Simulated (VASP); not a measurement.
Here is a VASP 6.6.1 calculation.

The input INCAR:

```
ALGO = Normal
DIPOL = 0.5 0.5 0.500
EDIFF = 1E-6
EDIFFG = -0.03
ENCUT = 520
GGA = PE
IBRION = 2
IDIPOL = 3
ISIF = 2
ISMEAR = 0
IVDW = 12
LASPH = True
LCHARG = False
LDIPOL = True
LREAL = False
LWAVE = False
NELM = 80
NSW = 90
PREC = Accurate
SIGMA = 0.1
```

The input KPOINTS:

```
k-points
0
Gamma
  12 12 1
```

File POSCAR:

```
Ru
1.0
    2.6975947770      0.0000000000      0.0000000000
   -1.3487973885      2.3361856060      0.0000000000
    0.0000000000      0.0000000000     21.2658179916
Ru
3
Selective dynamics
Direct
    0.3333333333      0.6666666667      0.3997024710  F F F
    0.6666666667      0.3333333333      0.5000000000  T T T
    0.3333333333      0.6666666667      0.6002975290  T T T
```

Potentials or basis: VASP PAW PBE potentials, release 64 (Ru_pv).

Launch:

```console
$ cat potpaw_PBE.64/Ru_pv/POTCAR > POTCAR
$ mpirun -np 1 vasp_std > vasp.out
```

What does it give for the energy gained by relaxing?

16.9 meV/atom.

What does it give for the dispersion energy per atom?

-0.413 eV.

Predict the band gap on the k mesh.

zero (bands 21 and 22 overlap by 2.21 eV).

Step by step:
```csv
step,energy change (eV),largest force on free atoms (eV/Å),pressure (GPa)
1,0.0000,0.8010,-4.01
2,-0.0233,0.3911,-3.41
3,-0.0297,0.6615,-2.85
4,-0.0459,0.3226,-2.44
5,-0.0508,0.0159,-2.05
```
